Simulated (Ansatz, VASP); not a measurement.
Two plane-wave programs on BN

```xyz
4
Lattice="2.3060 0.0000 0.0000 -1.1530 2.1550 0.0000 0.0000 0.0000 6.2569" Properties=species:S:1:pos:R:3 pbc="T T T"
B     0.0000    1.3962    1.5642
B     1.1530    0.7588    4.6927
N     0.0000    1.5067    4.6927
N     1.1530    0.6483    1.5642
```

Change from the starting cell: normal strain along x -0.0733, normal strain along z -0.0367.

Alike in both runs: functional LDA; k mesh 12 × 12 × 4; occupations gaussian, width 0.05 eV; no spin polarisation.

Ansatz relaxed the structure, and its values are those at the end. VASP's run is a single point on that final structure, the one shown.

|  | VASP | Ansatz |
| --- | --- | --- |
| version | VASP 6.6.1 | Ansatz 0.2.0 |
| potentials or method | VASP PAW LDA potentials, release 64 (B, N), cutoff 520 eV | scalar-relativistic, plane waves, PAW |
| valence electrons in the cell | 16 | 16 |

```csv
,VASP,Ansatz,Ansatz less VASP
gap on the k mesh at the Fermi level (eV),3.69,3.71,+0.015
least direct gap on the mesh (eV),4.51,4.53,+0.015
pressure (GPa),36.6,35.9,-0.69
rms of the force components (eV/Å),0.001,0.003,+0.0022
```

Ansatz warns that its potentials were made for another functional, while VASP's fit it. LDA's correlation is that of Perdew and Zunger in VASP and of Perdew and Wang (1992) in Ansatz. Both programs put the cell under a high pressure, so it lies far from rest at this level. Ansatz's warnings: stress scf threshold loose.
